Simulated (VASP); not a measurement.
# AgCl (Chlorargyrite) (Fm-3m) in VASP: electric field gradients with LDA

Aim: the electric field gradients of AgCl (Chlorargyrite) with LDA.

All numbers are computed with VASP 6.6.1; they aren't measurements. Logs are shortened: lines on timing, memory, paths and dates and some standing lists are left out, and cuts for length are marked.

### 1 The cell of the first run

It takes space group Fm-3m (No. 225, cubic). Conventional cell: a = 5.470 Å, b = 5.470 Å, c = 5.470 Å, α = 90.00°, β = 90.00°, γ = 90.00°. Ag (site symmetry m-3m) has 6 Cl at 2.73 Å within 3.6 Å. Within 3.6 Å of Cl (site symmetry m-3m) lie 6 Ag at 2.73 Å.

### 2 Electric field gradients, LDA

The input, INCAR:

```
PREC     = Accurate       # precision mode
ENCUT    = 520            # plane-wave cutoff, eV
EDIFF    = 1E-8           # SCF threshold, eV
ISMEAR   = -1             # smearing method
SIGMA    = 0.03           # smearing width, eV
LREAL    = False          # projectors in reciprocal space
LASPH    = True           # aspherical terms in the spheres
NELM     = 60             # most SCF steps
ALGO     = Normal         # electronic algorithm
ISIF     = 2              # what is computed and relaxed
LWAVE    = False          # write WAVECAR
LCHARG   = False          # write CHGCAR
LEFG     = True         
NBANDS   = 16             # bands
```

The input, KPOINTS:

```
regular mesh
0
Gamma
  7 7 7
```

The input, POSCAR:

```
AgCl
1.0
    0.0000000000      2.7350000000      2.7350000000
    2.7350000000      0.0000000000      2.7350000000
    2.7350000000      2.7350000000      0.0000000000
Ag Cl
1 1
Direct
    0.0000000000      0.0000000000      0.0000000000
    0.5000000000      0.5000000000      0.5000000000
```

Potentials or basis: VASP PAW LDA potentials, release 64 (Ag, Cl).

The run is started by

```
$ cat potpaw_LDA.64/Ag/POTCAR potpaw_LDA.64/Cl/POTCAR > POTCAR
$ mpirun -np 1 vasp_std > vasp.out
```

OUTCAR:

```text
PREC = Accurate
   ENCUT = 520
   EDIFF = 1E-8
   ISMEAR = -1
   LREAL = False
   LASPH = True
   NELM = 60
   ISIF = 2

 ion  position               nearest neighbor table
   1  0.000  0.000  0.000-   2 2.73   2 2.73   2 2.73   2 2.73   2 2.73   2 2.73
   2  0.500  0.500  0.500-   1 2.73   1 2.73   1 2.73   1 2.73   1 2.73   1 2.73

  LATTYP: Found a face centered cubic cell.
 ALAT       =     5.4700000000

  Lattice vectors:

 A1 = (   0.0000000000,   2.7350000000,   2.7350000000)
 A2 = (   2.7350000000,   0.0000000000,   2.7350000000)
 A3 = (   2.7350000000,   2.7350000000,   0.0000000000)

Analysis of symmetry for initial positions (statically):
=====================================================================
 Subroutine PRICEL returns:
 Original cell was already a primitive cell.

 Routine SETGRP: Setting up the symmetry group for a
 face centered cubic supercell.

 Subroutine GETGRP returns: Found 48 space group operations
 (whereof 48 operations were pure point group operations)
 out of a pool of 48 trial point group operations.

The static configuration has the point symmetry O_h .

Analysis of symmetry for dynamics (positions and initial velocities):
=====================================================================
 Subroutine PRICEL returns:
 Original cell was already a primitive cell.

 Routine SETGRP: Setting up the symmetry group for a
 face centered cubic supercell.

 Subroutine GETGRP returns: Found 48 space group operations
 (whereof 48 operations were pure point group operations)
 out of a pool of 48 trial point group operations.

The dynamic configuration has the point symmetry O_h .

 Subroutine INISYM returns: Found 48 space group operations
 (whereof 48 operations are pure point group operations),
 and found     1 'primitive' translations

----------------------------------------------------------------------------------------

                                     Primitive cell

  volume of cell :      40.9168

  direct lattice vectors                    reciprocal lattice vectors
     0.000000000  2.735000000  2.735000000    -0.182815356  0.182815356  0.182815356
     2.735000000  0.000000000  2.735000000     0.182815356 -0.182815356  0.182815356
     2.735000000  2.735000000  0.000000000     0.182815356  0.182815356 -0.182815356

  length of vectors
     3.867874093  3.867874093  3.867874093     0.316645486  0.316645486  0.316645486

  position of ions in fractional coordinates (direct lattice)
     0.000000000  0.000000000  0.000000000
     0.500000000  0.500000000  0.500000000

  ion indices of the primitive-cell ions
   primitive index   ion index
                 1           1
                 2           2

----------------------------------------------------------------------------------------

 KPOINTS: regular mesh

Automatic generation of k-mesh.
 Grid dimensions read from file:
 generate k-points for:    7    7    7

 Generating k-lattice:

  Cartesian coordinates                     Fractional coordinates (reciprocal lattice)
    -0.026116479  0.026116479  0.026116479     0.142857143  0.000000000  0.000000000
     0.026116479 -0.026116479  0.026116479     0.000000000  0.142857143  0.000000000
     0.026116479  0.026116479 -0.026116479     0.000000000  0.000000000  0.142857143

  Length of vectors
     0.045235069  0.045235069  0.045235069

  Shift w.r.t. Gamma in fractional coordinates (k-lattice)
     0.000000000  0.000000000  0.000000000

 Subroutine IBZKPT returns following result:
 ===========================================

 Found     20 irreducible k-points:

 Following reciprocal coordinates:
            Coordinates               Weight
  0.000000  0.000000  0.000000      1.000000
  0.142857  0.000000  0.000000      8.000000
  0.285714  0.000000  0.000000      8.000000
  0.428571  0.000000  0.000000      8.000000
  0.142857  0.142857  0.000000      6.000000
  0.285714  0.142857  0.000000     24.000000
[... 12 lines left out ...]
 -0.428571  0.428571  0.142857     24.000000
 -0.285714  0.428571  0.142857     24.000000
   k-points           NKPTS =     20   k-points in BZ     NKDIM =     20   number of bands    NBANDS=     16
   number of dos      NEDOS =    301   number of ions     NIONS =      2
   total plane-waves  NPLWV =  27000
   dimension x,y,z NGX =    30 NGY =   30 NGZ =   30
   dimension x,y,z NGXF=    60 NGYF=   60 NGZF=   60
   ions per type =               1   1
   NGX,Y,Z   is equivalent  to a cutoff of  12.89, 12.89, 12.89 a.u.
   NGXF,Y,Z  is equivalent  to a cutoff of  25.79, 25.79, 25.79 a.u.
 SYSTEM =  unknown system
   PREC   = accura    normal or accurate (medium, high low for compatibility)
   ISTART =      0    job   : 0-new  1-cont  2-samecut
   ICHARG =      2    charge: 1-file 2-atom 10-const
   ISPIN  =      1    spin polarized calculation?
   LNONCOLLINEAR =      F non collinear calculations
   LSORBIT =      F    spin-orbit coupling
   LASPH  =      T    aspherical Exc in radial PAW
   ENCUT  =  520.0 eV  38.22 Ry    6.18 a.u.   7.19  7.19  7.19*2*pi/ulx,y,z
   NELM   =     60;   NELMIN=  2; NELMDL= -5     # of ELM steps
   EDIFF  = 0.1E-07   stopping-criterion for ELM
   LREAL  =      F    real-space projection
   EDIFFG = 0.1E-06   stopping-criterion for IOM
   NSW    =      0    number of steps for IOM
   IBRION =     -1    ionic relax: 0-MD 1-quasi-New 2-CG
   NFREE  =      0    steps in history (QN), initial steepest desc. (CG)
   ISIF   =      2    stress and relaxation
   ISYM   =      2    0-nonsym 1-usesym 2-fastsym
   POTIM  = 0.5000    time-step for ionic-motion
   TEBEG  =    0.0;   TEEND  =   0.0 temperature during run
   PSTRESS=    0.0 pullay stress
   NELECT =      18.0000    total number of electrons
   NUPDOWN=      -1.0000    fix difference up-down
   EMIN   =  10.00;   EMAX   =-10.00  energy-range for DOS
   EFERMI =   0.00;   METHOD = LEGACY
   ISMEAR =    -1;   SIGMA  =   0.03  broadening in eV -4-tet -1-fermi 0-gaus
   EFERMI_NEDOS =   21; number of points for ismear=-14 and -15
   IALGO  =     38    algorithm
   IMIX   =      4    mixing-type and parameters
     AMIX     =   0.40;   BMIX     =  1.00
     AMIX_MAG =   1.60;   BMIX_MAG =  1.00
  volume/ion in A,a.u.               =      20.46       138.06
  Fermi-wavevector in a.u.,A,eV,Ry     =   1.245083  2.352866 21.092186  1.550232
  Thomas-Fermi vector in A             =   2.379321
   LORBIT       =      0    0 simple, 1 ext, 2 COOP (PROOUT), +10 PAW based schemes
   GGA     = CA    functional components
   LHFCALC =     F    Hartree Fock is set to
   AEXX    =    0.0000 exact exchange contribution
   IVDW    =     0    specifies the selected vdW correction
   LEPSILON=     F    determine dielectric tensor
   LRPA    =     F    only Hartree local field effects (RPA)
 non-spin polarized calculation
  energy-cutoff  :      520.00
  volume of cell :       40.92
 maximum number of plane-waves:      1117
 NGX is ok and might be reduce to    30
   NGX = 15   NGY = 15   NGZ = 15

 number of electron      18.0000002 magnetization

 Free energy of the ion-electron system (eV)
  ---------------------------------------------------
  ext. energy  EPLUGINS =         0.00000000
  ---------------------------------------------------
  free energy    TOTEN  =        -6.76225893 eV

  energy without entropy =       -6.76225878  energy(sigma->0) =       -6.76225885

 E-fermi :   4.4519     XC(G=0): -10.6500

 val. band max:        4.0401093919   @ k =   0.4286   0.0000   0.0000
 cond. band min:       4.7637001933   @ k =   0.0000   0.0000   0.0000
 fundamental gap:      0.7235908014
 Fermi energy:         4.4519161246

 k-point     1 :       0.0000    0.0000    0.0000
  band No.  band energies     occupation
      1     -11.2107      2.00000
      2       1.4237      2.00000
      3       1.4237      2.00000
      4       1.4237      2.00000
      5       1.4651      2.00000
      6       1.4651      2.00000
[... 8 lines left out ...]
     15      17.3702      0.00000
     16      17.3702      0.00000
[... 343 lines left out ...]
 k-point    20 :      -0.2857    0.4286    0.1429
  band No.  band energies     occupation
      1     -10.6371      2.00000
      2      -0.5572      2.00000
      3      -0.2965      2.00000
      4      -0.1223      2.00000
      5       1.7522      2.00000
      6       1.9019      2.00000
[... 8 lines left out ...]
     15      17.5175      0.00000
     16      19.7806      0.00000

------------------------ aborting loop because EDIFF is reached ----------------------------------------

  FORCE on cell =-STRESS in cart. coord.  units (eV):
  Direction    XX          YY          ZZ          XY          YZ          ZX
  --------------------------------------------------------------------------------------
  -------------------------------------------------------------------------------------
  Total       -0.9625174     -0.9625174     -0.9625174      0.0000000      0.0000000     -0.0000000
  in kB      -37.6892244    -37.6892244    -37.6892244      0.0000000      0.0000000     -0.0000000
  external PRESSURE =     -37.6892244 kB  Pullay stress =       0.0000000 kB

 VOLUME and BASIS-vectors are now :
 -----------------------------------------------------------------------------
  energy-cutoff  :      520.00
  volume of cell :       40.92
      direct lattice vectors                 reciprocal lattice vectors
     0.000000000  2.735000000  2.735000000    -0.182815356  0.182815356  0.182815356
     2.735000000  0.000000000  2.735000000     0.182815356 -0.182815356  0.182815356
     2.735000000  2.735000000  0.000000000     0.182815356  0.182815356 -0.182815356

 POSITION                                       TOTAL-FORCE (eV/Angst)
 -----------------------------------------------------------------------------------
      0.00000      0.00000      0.00000        -0.000000     -0.000000      0.000000
      2.73500      2.73500      2.73500         0.000000      0.000000     -0.000000
 -----------------------------------------------------------------------------------
    total drift:                               -0.000000      0.000000      0.000000

  FREE ENERGIE OF THE ION-ELECTRON SYSTEM (eV)
  ---------------------------------------------------
  free  energy   TOTEN  =        -6.7622589254 eV

  energy  without entropy=       -6.7622587827  energy(sigma->0) =       -6.76225885

 Electric field gradients (V/A^2)
---------------------------------------------------------------------
 ion       V_xx      V_yy      V_zz      V_xy      V_xz      V_yz
---------------------------------------------------------------------
   1       0.000    -0.000    -0.000    -0.001    -0.001    -0.001
   2       0.000    -0.000    -0.000     0.001     0.001     0.001
---------------------------------------------------------------------

 Electric field gradients after diagonalization (V/A^2)
 (convention: |V_zz| > |V_xx| > |V_yy|)
----------------------------------------------------------------------
 ion       V_xx      V_yy      V_zz     asymmetry (V_yy - V_xx)/ V_zz
----------------------------------------------------------------------
   1       0.001     0.001    -0.002       0.000
   2      -0.001    -0.001     0.002       0.000
----------------------------------------------------------------------

           NMR quadrupolar parameters

 Cq : quadrupolar parameter    Cq=e*Q*V_zz/h
 eta: asymmetry parameters     (V_yy - V_xx)/ V_zz
 Q  : nuclear electric quadrupole moment in mb (millibarn)
----------------------------------------------------------------------
 ion       Cq(MHz)       eta       Q (mb)
----------------------------------------------------------------------
   1      -0.000       0.000       1.000
   2       0.000       0.000       1.000
----------------------------------------------------------------------
```

Wall time 28 s (1 thread of Intel Xeon 8259CL, shared host); peak memory 0.15 GiB.

What came out:

```
Free energy            : -6.7623 eV
Pressure               : -3.8 GPa
Band gap on the k mesh : 0.72 eV, indirect (least direct gap 3.12 eV)
```

Caveat: without QUAD_EFG the Cq values of the log hold for a quadrupole moment of 1 mb, not for the nuclei. A k mesh can miss the band edges.
